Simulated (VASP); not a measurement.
# S (P4/mmm) in VASP: further runs

The runs below take S through single point, with PBE.

Everything below comes from runs of VASP 6.6.1. Logs are shortened: lines on timing, memory, paths and dates and some standing lists are left out, and cuts for length are marked.

## 1. The cell of the first run

It takes space group P4/mmm (No. 123, tetragonal). The conventional cell has a = 2.360 Å, b = 2.360 Å, c = 4.591 Å, α = 90.00°, β = 90.00°, γ = 90.00°. Within 3.1 Å of S (site symmetry 4/mmm) lie 4 S at 2.36 Å.

## 2. Single point, PBE

INCAR

```
SYSTEM = S
PREC     = Accurate       ! precision mode
ENCUT    = 520            ! plane-wave cutoff, eV
EDIFF    = 1E-6           ! SCF threshold, eV
ISMEAR   = 0              ! smearing method
SIGMA    = 0.1            ! smearing width, eV
LREAL    = .False.        ! projectors in reciprocal space
LASPH    = .True.         ! aspherical terms in the spheres
NELM     = 80             ! most SCF steps
ALGO     = Normal         ! electronic algorithm
ISIF     = 2              ! what is computed and relaxed
LWAVE    = .False.        ! write WAVECAR
LCHARG   = .False.        ! write CHGCAR
GGA      = PE             ! functional
NBANDS   = 9              ! bands
```

KPOINTS

```
regular mesh
0
Gamma
  6 6 6
  0 0 0
```

POSCAR

```
S
1.0
    2.3603386113      0.0000000000      0.0000000000
    0.0000000000      2.3603386113      0.0000000000
    0.0000000000      0.0000000000      4.5906578722
S
1
Direct
    0.0000000000      0.0000000000      0.0000000000
```

Potentials or basis: VASP PAW PBE potentials, release 64 (S).

Run with:

```sh
$ cat potpaw_PBE.64/S/POTCAR > POTCAR
$ mpirun -np 1 vasp_std > vasp.out
```

OUTCAR:

```text
SYSTEM = S
   PREC = Accurate
   ENCUT = 520
   EDIFF = 1E-6
   ISMEAR = 0
   LREAL = .False.
   LASPH = .True.
   NELM = 80
   ISIF = 2
   GGA = PE

 ion  position               nearest neighbor table
   1  0.000  0.000  0.000-

  LATTYP: Found a simple tetragonal cell.
 ALAT       =     2.3603386113
 C/A-ratio  =     1.9449149585

  Lattice vectors:

 A1 = (   2.3603386113,   0.0000000000,   0.0000000000)
 A2 = (   0.0000000000,   2.3603386113,   0.0000000000)
 A3 = (   0.0000000000,   0.0000000000,   4.5906578722)

Analysis of symmetry for initial positions (statically):
=====================================================================
 Subroutine PRICEL returns:
 Original cell was already a primitive cell.

 Routine SETGRP: Setting up the symmetry group for a
 simple tetragonal supercell.

 Subroutine GETGRP returns: Found 16 space group operations
 (whereof 16 operations were pure point group operations)
 out of a pool of 16 trial point group operations.

The static configuration has the point symmetry D_4h.

Analysis of symmetry for dynamics (positions and initial velocities):
=====================================================================
 Subroutine PRICEL returns:
 Original cell was already a primitive cell.

 Routine SETGRP: Setting up the symmetry group for a
 simple tetragonal supercell.

 Subroutine GETGRP returns: Found 16 space group operations
 (whereof 16 operations were pure point group operations)
 out of a pool of 16 trial point group operations.

The dynamic configuration has the point symmetry D_4h.

 Subroutine INISYM returns: Found 16 space group operations
 (whereof 16 operations are pure point group operations),
 and found     1 'primitive' translations

----------------------------------------------------------------------------------------

                                     Primitive cell

  volume of cell :      25.5755

  direct lattice vectors                    reciprocal lattice vectors
     2.360338611  0.000000000  0.000000000     0.423668026  0.000000000  0.000000000
     0.000000000  2.360338611  0.000000000     0.000000000  0.423668026  0.000000000
     0.000000000  0.000000000  4.590657872     0.000000000  0.000000000  0.217833702

  length of vectors
     2.360338611  2.360338611  4.590657872     0.423668026  0.423668026  0.217833702

  position of ions in fractional coordinates (direct lattice)
     0.000000000  0.000000000  0.000000000

  ion indices of the primitive-cell ions
   primitive index   ion index
                 1           1

----------------------------------------------------------------------------------------

 KPOINTS: regular mesh

Automatic generation of k-mesh.
 Grid dimensions read from file:
 generate k-points for:    6    6    6

 Generating k-lattice:

  Cartesian coordinates                     Fractional coordinates (reciprocal lattice)
     0.070611338  0.000000000  0.000000000     0.166666667  0.000000000  0.000000000
     0.000000000  0.070611338  0.000000000     0.000000000  0.166666667  0.000000000
     0.000000000  0.000000000  0.036305617     0.000000000  0.000000000  0.166666667

  Length of vectors
     0.070611338  0.070611338  0.036305617

  Shift w.r.t. Gamma in fractional coordinates (k-lattice)
     0.000000000  0.000000000  0.000000000

 Subroutine IBZKPT returns following result:
 ===========================================

 Found     40 irreducible k-points:

 Following reciprocal coordinates:
            Coordinates               Weight
  0.000000  0.000000  0.000000      1.000000
  0.166667  0.000000  0.000000      4.000000
  0.333333  0.000000  0.000000      4.000000
  0.500000  0.000000  0.000000      2.000000
  0.166667  0.166667  0.000000      4.000000
  0.333333  0.166667  0.000000      8.000000
[... 16 lines left out ...]
  0.333333  0.000000  0.333333      8.000000
  0.500000  0.000000  0.333333      4.000000
 [... further k-points ...]
   k-points           NKPTS =     40   k-points in BZ     NKDIM =     40   number of bands    NBANDS=      9
   number of dos      NEDOS =    301   number of ions     NIONS =      1
   total plane-waves  NPLWV =  11664
   dimension x,y,z NGX =    18 NGY =   18 NGZ =   36
   dimension x,y,z NGXF=    36 NGYF=   36 NGZF=   72
   ions per type =               1
   NGX,Y,Z   is equivalent  to a cutoff of  12.68, 12.68, 13.04 a.u.
   NGXF,Y,Z  is equivalent  to a cutoff of  25.36, 25.36, 26.07 a.u.
 SYSTEM =  S
   PREC   = accura    normal or accurate (medium, high low for compatibility)
   ISTART =      0    job   : 0-new  1-cont  2-samecut
   ICHARG =      2    charge: 1-file 2-atom 10-const
   ISPIN  =      1    spin polarized calculation?
   LNONCOLLINEAR =      F non collinear calculations
   LSORBIT =      F    spin-orbit coupling
   LASPH  =      T    aspherical Exc in radial PAW
   ENCUT  =  520.0 eV  38.22 Ry    6.18 a.u.   4.39  4.39  8.54*2*pi/ulx,y,z
   NELM   =     80;   NELMIN=  2; NELMDL= -5     # of ELM steps
   EDIFF  = 0.1E-05   stopping-criterion for ELM
   LREAL  =      F    real-space projection
   EDIFFG = 0.1E-04   stopping-criterion for IOM
   NSW    =      0    number of steps for IOM
   IBRION =     -1    ionic relax: 0-MD 1-quasi-New 2-CG
   NFREE  =      0    steps in history (QN), initial steepest desc. (CG)
   ISIF   =      2    stress and relaxation
   ISYM   =      2    0-nonsym 1-usesym 2-fastsym
   POTIM  = 0.5000    time-step for ionic-motion
   TEBEG  =    0.0;   TEEND  =   0.0 temperature during run
   PSTRESS=    0.0 pullay stress
   NELECT =       6.0000    total number of electrons
   NUPDOWN=      -1.0000    fix difference up-down
   EMIN   =  10.00;   EMAX   =-10.00  energy-range for DOS
   EFERMI =   0.00;   METHOD = LEGACY
   ISMEAR =     0;   SIGMA  =   0.10  broadening in eV -4-tet -1-fermi 0-gaus
   EFERMI_NEDOS =   21; number of points for ismear=-14 and -15
   IALGO  =     38    algorithm
   IMIX   =      4    mixing-type and parameters
     AMIX     =   0.40;   BMIX     =  1.00
     AMIX_MAG =   1.60;   BMIX_MAG =  1.00
  volume/ion in A,a.u.               =      25.58       172.59
  Fermi-wavevector in a.u.,A,eV,Ry     =   1.009681  1.908020 13.870530  1.019455
  Thomas-Fermi vector in A             =   2.142624
   LORBIT       =      0    0 simple, 1 ext, 2 COOP (PROOUT), +10 PAW based schemes
   GGA     = PE    functional components
   LHFCALC =     F    Hartree Fock is set to
   AEXX    =    0.0000 exact exchange contribution
   IVDW    =     0    specifies the selected vdW correction
   LEPSILON=     F    determine dielectric tensor
   LRPA    =     F    only Hartree local field effects (RPA)
 non-spin polarized calculation
 Gauss-broadening in eV      SIGMA  =   0.10
  energy-cutoff  :      520.00
  volume of cell :       25.58
 maximum number of plane-waves:       705
 NGX is ok and might be reduce to    18
   NGX =  9   NGY =  9   NGZ = 17

 number of electron       6.0000000 magnetization

 Free energy of the ion-electron system (eV)
  ---------------------------------------------------
  ext. energy  EPLUGINS =         0.00000000
  ---------------------------------------------------
  free energy    TOTEN  =        -3.58738842 eV

  energy without entropy =       -3.58053964  energy(sigma->0) =       -3.58396403

 E-fermi :   2.6070     XC(G=0):  -8.0564

 val. band max:        2.4922544207   @ k =   0.1667   0.1667   0.5000
 cond. band min:       2.6372316997   @ k =   0.1667   0.0000   0.0000
 fundamental gap:      0.1449772789
 Fermi energy:         2.6070254562

 k-point     1 :       0.0000    0.0000    0.0000
  band No.  band energies     occupation
      1     -14.2229      2.00000
      2      -2.1370      2.00000
      3       5.9873      0.00000
      4       7.0939      0.00000
      5       7.0939      0.00000
      6      11.2984      0.00000
      7      16.0551      0.00000
      8      19.3980      0.00000
      9      22.3194      0.00000

 k-point     2 :       0.1667    0.0000    0.0000
  band No.  band energies     occupation
      1     -13.5806      2.00000
      2      -1.5629      2.00000
      3       2.6372      0.66925
      4       6.7230      0.00000
      5       7.5316      0.00000
      6      13.8572      0.00000
      7      16.3015      0.00000
      8      18.8037      0.00000
      9      21.5567      0.00000

 k-point     3 :       0.3333    0.0000    0.0000
  band No.  band energies     occupation
      1     -11.7665      2.00000
      2      -2.6439      2.00000
      3      -0.0339      2.00000
      4       8.6194      0.00000
      5       8.8689      0.00000
      6      11.1597      0.00000
      7      15.4542      0.00000
      8      18.3532      0.00000
      9      21.1036      0.00000

 k-point     4 :       0.5000    0.0000    0.0000
  band No.  band energies     occupation
      1     -10.0241      2.00000
      2      -5.5910      2.00000
      3       1.1599      2.00000
      4       8.6683      0.00000
      5       9.3483      0.00000
      6      11.6788      0.00000
      7      13.2872      0.00000
      8      17.6360      0.00000
      9      19.2084      0.00000
[... 205 lines left out ...]
 k-point    22 :       0.1667    0.0000    0.3333
  band No.  band energies     occupation
      1     -13.5587      2.00000
      2      -1.9652      2.00000
      3       2.6501      0.54277
      4       7.5376      0.00000
      5       8.8767      0.00000
      6      13.3147      0.00000
      7      14.6018      0.00000
      8      17.1086      0.00000
      9      20.0741      0.00000

 k-point    23 :       0.3333    0.0000    0.3333
  band No.  band energies     occupation
      1     -11.7461      2.00000
      2      -2.6259      2.00000
      3      -0.3681      2.00000
      4       8.6243      0.00000
      5       9.7699      0.00000
      6      11.7867      0.00000
      7      15.3911      0.00000
      8      17.6171      0.00000
      9      20.3874      0.00000

 k-point    24 :       0.5000    0.0000    0.3333
  band No.  band energies     occupation
      1     -10.0063      2.00000
      2      -5.5692      2.00000
      3       0.9203      2.00000
      4       7.7728      0.00000
      5       9.3520      0.00000
      6      13.4728      0.00000
      7      16.1834      0.00000
      8      16.9781      0.00000
      9      19.2213      0.00000

 [... further k-points ...]
[... 5 lines left out ...]
  --------------------------------------------------------------------------------------
  -------------------------------------------------------------------------------------
  Total       -0.0297241     -0.0297241      0.0123506      0.0000000     -0.0000000      0.0000000
  in kB       -1.8620685     -1.8620685      0.7737073      0.0000000     -0.0000000      0.0000000
  external PRESSURE =      -0.9834765 kB  Pullay stress =       0.0000000 kB

 VOLUME and BASIS-vectors are now :
 -----------------------------------------------------------------------------
  energy-cutoff  :      520.00
  volume of cell :       25.58
      direct lattice vectors                 reciprocal lattice vectors
     2.360338611  0.000000000  0.000000000     0.423668026  0.000000000  0.000000000
     0.000000000  2.360338611  0.000000000     0.000000000  0.423668026  0.000000000
     0.000000000  0.000000000  4.590657872     0.000000000  0.000000000  0.217833702

 POSITION                                       TOTAL-FORCE (eV/Angst)
 -----------------------------------------------------------------------------------
      0.00000      0.00000      0.00000         0.000000      0.000000      0.000000
 -----------------------------------------------------------------------------------
    total drift:                                0.000000      0.000000      0.000000

  FREE ENERGIE OF THE ION-ELECTRON SYSTEM (eV)
  ---------------------------------------------------
  free  energy   TOTEN  =        -3.5873884220 eV

  energy  without entropy=       -3.5805396376  energy(sigma->0) =       -3.58396403
```

It took 3.1 s on 1 thread of Intel Xeon 6975P-C (Granite Rapids), shared host; peak memory 0.12 GiB.

What came out:

```
Free energy            : -3.5874 eV
Pressure               : -0.1 GPa
Band gap on the k mesh : zero (band 3 reaches 7.10 eV, above the bottom of band 4 at 1.62 eV)
```

Stress tensor (GPa, compression positive):
```
-0.19  0.00  0.00
 0.00 -0.19  0.00
 0.00  0.00  0.08
```

Caveat: the k points lie up to 0.44 Å⁻¹ apart.

[end of part 1 of 2]
